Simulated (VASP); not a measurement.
CsSrF3: single point with LDA

CsSrF3:

```xyz
5
Lattice="4.8232 -0.5161 -0.5161 -0.5161 4.8232 -0.5161 -0.5161 -0.5161 4.8232" Properties=species:S:1:pos:R:3 pbc="T T T"
Cs    0.0000    0.0000    0.0000
Sr    1.8954    1.8954    1.8954
F    -0.5161    2.1535    2.1535
F     2.1535   -0.5161    2.1535
F     2.1535    2.1535   -0.5161
```

This cell differs from its parent crystal: ratio of the length along [111] to the lengths across it x 0.71, volume and fractional coordinates fixed.

- Program: VASP 6.6.1
- Task: single point
- Functional: LDA
- Potentials or basis: VASP PAW LDA potentials, release 64 (Cs_sv, Sr_sv, F)
- Cutoff: 520 eV
- k mesh: 6 × 6 × 6
- Occupations: gaussian, width 0.05 eV
- Spin: no spin polarisation
- Dipole correction: no
- Further INCAR settings: ALGO = Normal; EDIFF = 1e-06; NBANDS = 28

```json
{
 "Pressure": "-3.5 GPa",
 "Band gap on the k mesh": "5.63 eV, indirect (least direct gap 5.67 eV)"
}
```

Stress tensor (GPa, compression positive):
```
-3.55  4.12  4.12
 4.12 -3.55  4.12
 4.12  4.12 -3.55
```

Levels at points of the mesh, in eV from the valence-band top:
```
           k point  band 17  band 18  band 19  band 20  band 21  band 22  band 23  band 24
(0.00, 0.00, 0.00)    -0.40    -0.06    -0.04    -0.04     5.63     6.43     6.43     6.55
(0.50, 0.00, 0.00)    -0.55    -0.44    -0.37    -0.10     7.26     7.70     8.41     8.84
(0.50, 0.50, 0.00)    -0.47    -0.43    -0.34    -0.06     6.51     7.48     8.63     8.63
(0.50, 0.50, 0.50)    -0.40    -0.07    -0.07     0.00     8.22     8.22     8.43     9.21
```

Wall time 47 s on 1 thread of Intel(R) Xeon(R) 6975P-C (Granite Rapids), on a shared host, peak memory 0.23 GiB.

Caveat: spin-orbit coupling is left out, which moves the levels of the heavy elements. A k mesh can miss the band edges.
